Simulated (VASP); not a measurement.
Here is a VASP 6.6.1 calculation.

The input POSCAR:

```
Be3V
1.0
    0.0000000000      2.6683789050      2.6683789050
    2.6683789050      0.0000000000      2.6683789050
    2.6683789050      2.6683789050      0.0000000000
Be V
3 1
Direct
    0.2500000000      0.2500000000      0.2500000000
    0.7500000000      0.7500000000      0.7500000000
    0.5000000000      0.5000000000      0.5000000000
    0.0000000000      0.0000000000      0.0000000000
```

The input INCAR.step1:

```
SYSTEM = Be3V
PREC = Accurate
ENCUT = 520
ISMEAR = 0
SIGMA = 0.1
LREAL = .FALSE.
LASPH = .TRUE.
NELM = 150
ISPIN = 2
MAGMOM = 0 0 0 2
LMAXMIX = 4
NBANDS = 22
GGA = PE
ALGO = Normal
EDIFF = 1E-4
LWAVE = .TRUE.
LCHARG = .FALSE.
```

File INCAR.step2:

```
SYSTEM = Be3V
PREC = Accurate
ENCUT = 520
EDIFF = 1E-6
ISMEAR = 0
SIGMA = 0.1
LREAL = .FALSE.
LASPH = .TRUE.
NELM = 150
ALGO = Normal
ISIF = 2
LWAVE = .FALSE.
LCHARG = .FALSE.
ISPIN = 2
MAGMOM = 0 0 0 2
LORBIT = 11
LMAXMIX = 4
METAGGA = R2SCAN
LMIXTAU = .TRUE.
NBANDS = 22
ISTART = 1
```

Contents of KPOINTS:

```
Automatic mesh
0
G
  14 14 14
  0 0 0
```

Potentials or basis: VASP PAW PBE potentials, release 64 (Be, V_sv).

Command:

```console
$ cat potpaw_PBE.64/Be/POTCAR potpaw_PBE.64/V_sv/POTCAR > POTCAR
$ cp INCAR.step1 INCAR
$ mpirun -np 1 vasp_std > vasp.out
$ cp INCAR.step2 INCAR
$ mpirun -np 1 vasp_std > vasp.out
```

**Question.** Estimate the net moment.

**Answer.** 0.00 μB per cell.

**Question.** Predict the pressure.

**Answer.** -1.9 GPa.

Caveat: the moments typed at the start vanished in this run; the PAW data sets were made with another functional, which shifts forces and pressure a little.
